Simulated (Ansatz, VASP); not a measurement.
# Two plane-wave programs on Ga

File INCAR:

```
SYSTEM = Ga
PREC = Accurate
ENCUT = 400
EDIFF = 1E-8
ISMEAR = -1
SIGMA = 0.05
LREAL = .False.
LASPH = .True.
NELM = 120
ALGO = Normal
ISIF = 2
LWAVE = .False.
LCHARG = .False.
GGA = CA
LEFG = .True.
NBANDS = 34
GGA_COMPAT = .False.
```

Contents of KPOINTS:

```
Automatic mesh
0
Gamma
  9 9 7
  0 0 0
```

File POSCAR:

```
Ga
1.0
    2.2615000000     -3.8305000000      0.0000000000
    2.2615000000      3.8305000000      0.0000000000
    0.0000000000      0.0000000000      4.5240000000
Ga
4
Direct
    0.8451000000      0.1549000000      0.0810000000
    0.6549000000      0.3451000000      0.5810000000
    0.1549000000      0.8451000000      0.9190000000
    0.3451000000      0.6549000000      0.4190000000
```

Input for Ansatz:

```yaml
crystal:
  lattice:
    - [2.2615, -3.8305, 0.0]
    - [2.2615, 3.8305, 0.0]
    - [0.0, 0.0, 4.524]
  atoms:
    - { symbol: Ga, position: [0.8451, 0.1549, 0.081] }
    - { symbol: Ga, position: [0.6549, 0.3451, 0.581] }
    - { symbol: Ga, position: [0.1549, 0.8451, 0.919] }
    - { symbol: Ga, position: [0.3451, 0.6549, 0.419] }
kpoints:
  mp_grid: { grid: [9, 9, 7] }
scf:
  occupations: { method: fermi_dirac, width: 0.05 }
hamiltonian:
  xc: lda
  pseudopotentials: { kind: paw }
output:
  forces: true
  stress: true
  populations: true
  efg: { quadrupole_moments_barn: { Ga: 0.107 }, contact_densities: true }
```

Alike in both runs: task electric field gradients; functional LDA; k mesh 9 × 9 × 7; occupations fermi-dirac, width 0.05 eV; no spin polarisation.

```csv
,VASP,Ansatz
version,VASP 6.6.1,Ansatz 0.2.0
potentials or method,"VASP PAW LDA potentials, release 64 (Ga_d)","plane-wave PAW, scalar-relativistic"
plane-wave cutoff (eV),400,420
valence electrons in the cell,52,52
```

```csv
,VASP,Ansatz,Ansatz less VASP
rms of the force components (eV/Å),0.084,0.084,+0.0002
size of Vzz on the site where it differs most (V/Å²),44.9,46.3,+1.35
```

LDA's correlation is that of Perdew and Zunger in VASP and of Perdew and Wang (1992) in Ansatz. Atom by atom the forces differ by 0.000 eV/Å (rms over components).
